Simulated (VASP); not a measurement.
# Hf (Fm-3m) in VASP: a series of runs

Aim: see how the results for Hf move with the level of theory and the settings. Levels: LDA, PBEsol, PBE. Tasks: single point.

All numbers are computed with VASP 6.6.1; they aren't measurements. Logs are shortened: lines on timing, memory, paths and dates and some standing lists are left out, and cuts for length are marked.

## Step 1: The cell of the first run

It takes space group Fm-3m (No. 225, cubic). Conventional cell: a = 4.469 Å, b = 4.469 Å, c = 4.469 Å, α = 90.00°, β = 90.00°, γ = 90.00°. Hf (site symmetry m-3m) has 12 Hf at 3.16 Å within 4.2 Å.

## Step 2: Single point, LDA (volume scaled by 1.02)

INCAR reads:

```
SYSTEM = Hf
PREC = Accurate ; ENCUT = 520
EDIFF = 1E-6 ; ISMEAR = -1
SIGMA = 0.05 ; LREAL = .FALSE.
LASPH = .TRUE. ; NELM = 80
ALGO = Fast ; ISIF = 2
LWAVE = .FALSE. ; LCHARG = .TRUE.
LELF = .TRUE. ; LVHAR = .TRUE.
NBANDS = 11
```

KPOINTS reads:

```
Automatic mesh
0
G
  10 10 10
  0 0 0
```

POSCAR reads:

```
Hf
1.0
    0.0000000000      2.2347024152      2.2347024152
    2.2347024152      0.0000000000      2.2347024152
    2.2347024152      2.2347024152      0.0000000000
Hf
1
Direct
    0.0000000000      0.0000000000      0.0000000000
```

Potentials or basis: VASP PAW LDA potentials, release 64 (Hf_pv).

On the command line:

```sh
$ cat potpaw_LDA.64/Hf_pv/POTCAR > POTCAR
$ mpirun -np 1 vasp_std > vasp.out
```

OUTCAR:

```text
SYSTEM = Hf
   PREC = Accurate
   ENCUT = 520
   EDIFF = 1E-6
   ISMEAR = -1
   LREAL = .FALSE.
   LASPH = .TRUE.
   NELM = 80
   ISIF = 2

 ion  position               nearest neighbor table
   1  0.000  0.000  0.000-

  LATTYP: Found a face centered cubic cell.
 ALAT       =     4.4694048304

  Lattice vectors:

 A1 = (   0.0000000000,   2.2347024152,   2.2347024152)
 A2 = (   2.2347024152,   0.0000000000,   2.2347024152)
 A3 = (   2.2347024152,   2.2347024152,   0.0000000000)

Analysis of symmetry for initial positions (statically):
=====================================================================
 Subroutine PRICEL returns:
 Original cell was already a primitive cell.

 Routine SETGRP: Setting up the symmetry group for a
 face centered cubic supercell.

 Subroutine GETGRP returns: Found 48 space group operations
 (whereof 48 operations were pure point group operations)
 out of a pool of 48 trial point group operations.

The static configuration has the point symmetry O_h .

Analysis of symmetry for dynamics (positions and initial velocities):
=====================================================================
 Subroutine PRICEL returns:
 Original cell was already a primitive cell.

 Routine SETGRP: Setting up the symmetry group for a
 face centered cubic supercell.

 Subroutine GETGRP returns: Found 48 space group operations
 (whereof 48 operations were pure point group operations)
 out of a pool of 48 trial point group operations.

The dynamic configuration has the point symmetry O_h .

 Subroutine INISYM returns: Found 48 space group operations
 (whereof 48 operations are pure point group operations),
 and found     1 'primitive' translations

----------------------------------------------------------------------------------------

                                     Primitive cell

  volume of cell :      22.3197

  direct lattice vectors                    reciprocal lattice vectors
     0.000000000  2.234702415  2.234702415    -0.223743437  0.223743437  0.223743437
     2.234702415  0.000000000  2.234702415     0.223743437 -0.223743437  0.223743437
     2.234702415  2.234702415  0.000000000     0.223743437  0.223743437 -0.223743437

  length of vectors
     3.160346463  3.160346463  3.160346463     0.387535001  0.387535001  0.387535001

  position of ions in fractional coordinates (direct lattice)
     0.000000000  0.000000000  0.000000000

  ion indices of the primitive-cell ions
   primitive index   ion index
                 1           1

----------------------------------------------------------------------------------------

 KPOINTS: Automatic mesh

Automatic generation of k-mesh.
 Grid dimensions read from file:
 generate k-points for:   10   10   10

 Generating k-lattice:

  Cartesian coordinates                     Fractional coordinates (reciprocal lattice)
    -0.022374344  0.022374344  0.022374344     0.100000000  0.000000000  0.000000000
     0.022374344 -0.022374344  0.022374344     0.000000000  0.100000000  0.000000000
     0.022374344  0.022374344 -0.022374344     0.000000000  0.000000000  0.100000000

  Length of vectors
     0.038753500  0.038753500  0.038753500

  Shift w.r.t. Gamma in fractional coordinates (k-lattice)
     0.000000000  0.000000000  0.000000000

 Subroutine IBZKPT returns following result:
 ===========================================

 Found     47 irreducible k-points:

 Following reciprocal coordinates:
            Coordinates               Weight
  0.000000  0.000000  0.000000      1.000000
  0.100000  0.000000  0.000000      8.000000
  0.200000  0.000000  0.000000      8.000000
  0.300000  0.000000  0.000000      8.000000
  0.400000  0.000000  0.000000      8.000000
  0.500000  0.000000  0.000000      4.000000
[... 16 lines left out ...]
  0.300000  0.300000  0.000000      6.000000
  0.400000  0.300000  0.000000     24.000000
 [... further k-points ...]
   k-points           NKPTS =     47   k-points in BZ     NKDIM =     47   number of bands    NBANDS=     11
   number of dos      NEDOS =    301   number of ions     NIONS =      1
   total plane-waves  NPLWV =  13824
   dimension x,y,z NGX =    24 NGY =   24 NGZ =   24
   dimension x,y,z NGXF=    48 NGYF=   48 NGZF=   48
   ions per type =               1
   NGX,Y,Z   is equivalent  to a cutoff of  12.62, 12.62, 12.62 a.u.
   NGXF,Y,Z  is equivalent  to a cutoff of  25.25, 25.25, 25.25 a.u.
 SYSTEM =  Hf
   PREC   = accura    normal or accurate (medium, high low for compatibility)
   ISTART =      0    job   : 0-new  1-cont  2-samecut
   ICHARG =      2    charge: 1-file 2-atom 10-const
   ISPIN  =      1    spin polarized calculation?
   LNONCOLLINEAR =      F non collinear calculations
   LSORBIT =      F    spin-orbit coupling
   LASPH  =      T    aspherical Exc in radial PAW
   ENCUT  =  520.0 eV  38.22 Ry    6.18 a.u.   5.88  5.88  5.88*2*pi/ulx,y,z
   NELM   =     80;   NELMIN=  2; NELMDL= -5     # of ELM steps
   EDIFF  = 0.1E-05   stopping-criterion for ELM
   LREAL  =      F    real-space projection
   EDIFFG = 0.1E-04   stopping-criterion for IOM
   NSW    =      0    number of steps for IOM
   IBRION =     -1    ionic relax: 0-MD 1-quasi-New 2-CG
   NFREE  =      0    steps in history (QN), initial steepest desc. (CG)
   ISIF   =      2    stress and relaxation
   ISYM   =      2    0-nonsym 1-usesym 2-fastsym
   POTIM  = 0.5000    time-step for ionic-motion
   TEBEG  =    0.0;   TEEND  =   0.0 temperature during run
   PSTRESS=    0.0 pullay stress
   NELECT =      10.0000    total number of electrons
   NUPDOWN=      -1.0000    fix difference up-down
   EMIN   =  10.00;   EMAX   =-10.00  energy-range for DOS
   EFERMI =   0.00;   METHOD = LEGACY
   ISMEAR =    -1;   SIGMA  =   0.05  broadening in eV -4-tet -1-fermi 0-gaus
   EFERMI_NEDOS =   21; number of points for ismear=-14 and -15
   IALGO  =     68    algorithm
   IMIX   =      4    mixing-type and parameters
     AMIX     =   0.40;   BMIX     =  1.00
     AMIX_MAG =   1.60;   BMIX_MAG =  1.00
  volume/ion in A,a.u.               =      22.32       150.62
  Fermi-wavevector in a.u.,A,eV,Ry     =   1.252694  2.367249 21.350851  1.569243
  Thomas-Fermi vector in A             =   2.386583
   LORBIT       =      0    0 simple, 1 ext, 2 COOP (PROOUT), +10 PAW based schemes
   GGA     = CA    functional components
   LHFCALC =     F    Hartree Fock is set to
   AEXX    =    0.0000 exact exchange contribution
   IVDW    =     0    specifies the selected vdW correction
   LEPSILON=     F    determine dielectric tensor
   LRPA    =     F    only Hartree local field effects (RPA)
 non-spin polarized calculation
 RMM-DIIS sequential band-by-band and
  energy-cutoff  :      520.00
  volume of cell :       22.32
 maximum number of plane-waves:       620
   NGX = 11   NGY = 11   NGZ = 11

 number of electron      10.0000000 magnetization

 number of electron       9.9999999 magnetization

 Free energy of the ion-electron system (eV)
  ---------------------------------------------------
  ext. energy  EPLUGINS =         0.00000000
  ---------------------------------------------------
  free energy    TOTEN  =       -10.60101230 eV

  energy without entropy =      -10.58986228  energy(sigma->0) =      -10.59543729

 E-fermi :   4.6457     XC(G=0): -11.4817

 val. band max:        4.6331093648   @ k =   0.3000   0.0000   0.0000
 cond. band min:       4.6511351925   @ k =  -0.2000   0.1000   0.0000
 fundamental gap:      0.0180258277
 Fermi energy:         4.6456815024

 k-point     1 :       0.0000    0.0000    0.0000
  band No.  band energies     occupation
      1     -25.2158      2.00000
      2     -25.2158      2.00000
      3     -25.2158      2.00000
      4      -2.5235      2.00000
      5       5.9637      0.00000
      6       5.9637      0.00000
      7       5.9637      0.00000
      8       8.7176      0.00000
      9       8.7176      0.00000
     10      16.0680      0.00000
     11      16.7543      0.00000

 k-point     2 :       0.1000    0.0000    0.0000
  band No.  band energies     occupation
      1     -25.3007      2.00000
      2     -25.2265      2.00000
      3     -25.2265      2.00000
      4      -2.1750      2.00000
      5       5.6365      0.00000
      6       6.1229      0.00000
      7       6.1229      0.00000
      8       8.5556      0.00000
      9       8.5556      0.00000
     10      16.8052      0.00000
     11      18.7065      0.00000

 k-point     3 :       0.2000    0.0000    0.0000
  band No.  band energies     occupation
      1     -25.5177      2.00000
      2     -25.2547      2.00000
      3     -25.2547      2.00000
      4      -1.2320      2.00000
      5       4.9953      0.00183
      6       6.3515      0.00000
      7       6.3515      0.00000
      8       8.4811      0.00000
      9       8.4811      0.00000
     10      16.7222      0.00000
     11      16.8458      0.00000

 k-point     4 :       0.3000    0.0000    0.0000
  band No.  band energies     occupation
      1     -25.7755      2.00000
      2     -25.2891      2.00000
      3     -25.2891      2.00000
      4      -0.0464      2.00000
      5       4.6331      1.12506
      6       6.1782      0.00000
      7       6.1782      0.00000
      8       9.1776      0.00000
      9       9.1776      0.00000
     10      15.4227      0.00000
     11      16.7567      0.00000
[... 239 lines left out ...]
 k-point    22 :      -0.2000    0.2000    0.0000
  band No.  band energies     occupation
      1     -25.7344      2.00000
      2     -25.4503      2.00000
      3     -25.2850      2.00000
      4       0.5787      2.00000
      5       4.3187      1.99711
      6       5.4307      0.00000
      7       7.1210      0.00000
      8       7.5824      0.00000
      9      10.7477      0.00000
     10      16.6848      0.00000
     11      16.9247      0.00000

 k-point    23 :       0.3000    0.3000    0.0000
  band No.  band energies     occupation
      1     -25.7486      2.00000
      2     -25.4143      2.00000
      3     -25.4143      2.00000
      4       0.7065      2.00000
      5       3.3801      2.00000
      6       5.6824      0.00000
      7       8.4083      0.00000
      8       8.4083      0.00000
      9      10.0031      0.00000
     10      16.7495      0.00000
     11      19.1821      0.00000

 k-point    24 :       0.4000    0.3000    0.0000
  band No.  band energies     occupation
      1     -25.8561      2.00000
      2     -25.4749      2.00000
      3     -25.4478      2.00000
      4       1.3729      2.00000
      5       3.1122      2.00000
      6       5.4833      0.00000
      7       8.6591      0.00000
      8       9.6769      0.00000
      9      10.7057      0.00000
     10      16.3285      0.00000
     11      18.0363      0.00000

 [... further k-points ...]
[... 5 lines left out ...]
  --------------------------------------------------------------------------------------
  -------------------------------------------------------------------------------------
  Total       -1.0633997     -1.0633997     -1.0633997     -0.0000000     -0.0000000      0.0000000
  in kB      -76.3340044    -76.3340044    -76.3340044     -0.0000000     -0.0000000      0.0000000
  external PRESSURE =     -76.3340044 kB  Pullay stress =       0.0000000 kB

 VOLUME and BASIS-vectors are now :
 -----------------------------------------------------------------------------
  energy-cutoff  :      520.00
  volume of cell :       22.32
      direct lattice vectors                 reciprocal lattice vectors
     0.000000000  2.234702415  2.234702415    -0.223743437  0.223743437  0.223743437
     2.234702415  0.000000000  2.234702415     0.223743437 -0.223743437  0.223743437
     2.234702415  2.234702415  0.000000000     0.223743437  0.223743437 -0.223743437

 POSITION                                       TOTAL-FORCE (eV/Angst)
 -----------------------------------------------------------------------------------
      0.00000      0.00000      0.00000         0.000000      0.000000      0.000000
 -----------------------------------------------------------------------------------
    total drift:                               -0.000000      0.000000     -0.000000

  FREE ENERGIE OF THE ION-ELECTRON SYSTEM (eV)
  ---------------------------------------------------
  free  energy   TOTEN  =       -10.6010122953 eV

  energy  without entropy=      -10.5898622797  energy(sigma->0) =      -10.59543729
```

Run time: 7.1 s. Hardware: 1 thread of Intel Xeon Platinum 8259CL at 2.50GHz (Skylake/Cascade Lake), shared host; peak memory 0.13 GiB.

Results:

| Item | Value |
| --- | --- |
| Free energy | -10.6010 eV |
| Pressure | -7.6 GPa |
| Band gap on the k mesh | zero (band 5 reaches 5.96 eV, above the bottom of band 6 at 4.24 eV) |

Levels at points of the mesh, in eV from the Fermi level:
```tsv
k point	band 2	band 3	band 4	band 5	band 6	band 7	band 8	band 9
(0.00, 0.00, 0.00)	-29.86	-29.86	-7.17	1.32	1.32	1.32	4.07	4.07
(0.50, 0.00, 0.00)	-29.97	-29.97	-3.65	0.72	1.09	1.09	6.22	6.22
(0.50, 0.50, 0.00)	-30.16	-30.16	-3.28	-2.17	2.65	6.21	6.86	6.86
```

Caveat: spin-orbit coupling is left out, which moves the levels of the heavy elements.

(Continued in part 2 of 3.)
